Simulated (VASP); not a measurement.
Set up this calculation in VASP 6.6.1, as the native input.

| Quantity | Value |
| --- | --- |
| Task | single point |
| Functional | LDA |
| Potentials or basis | VASP PAW LDA potentials, release 64 (K_sv, Cl) |
| Cutoff | 520 eV |
| k mesh | 7 × 7 × 7 |
| Occupations | fermi-dirac, width 0.03 eV |
| Spin | no spin polarisation |
| Dipole correction | no |
| Further INCAR settings | ALGO = Normal; EDIFF = 1e-07; NBANDS = 15 |

The structure of KCl lies in POSCAR:

```
KCl
1.0
    0.0000000000      3.1561000000      3.1561000000
    3.1561000000      0.0000000000      3.1561000000
    3.1561000000      3.1561000000      0.0000000000
K Cl
1 1
Direct
    0.0000000000      0.0000000000      0.0000000000
    0.5000000000      0.5000000000      0.5000000000
```

One way to write it, as run:

INCAR

```
SYSTEM = KCl
PREC = Accurate
ENCUT = 520
EDIFF = 1E-7
ISMEAR = -1
SIGMA = 0.03
LREAL = .False.
LASPH = .True.
NELM = 80
ALGO = Normal
ISIF = 2
LWAVE = .False.
LCHARG = .False.
NBANDS = 15
```

KPOINTS

```
regular mesh
0
Gamma
  7 7 7
  0 0 0
```

Potentials or basis: VASP PAW LDA potentials, release 64 (K_sv, Cl).

Launch:

```sh
$ cat potpaw_LDA.64/K_sv/POTCAR potpaw_LDA.64/Cl/POTCAR > POTCAR
$ mpirun -np 1 vasp_std > vasp.out
```

It gave:

- Pressure: -2.0 GPa
- Band gap on the k mesh: 4.72 eV

Caveat: an odd mesh through Γ misses points on the zone boundary, where band edges can lie.

It took 43 s on 1 thread of AMD EPYC 7R13, with other jobs on the host, peak memory 0.14 GiB.
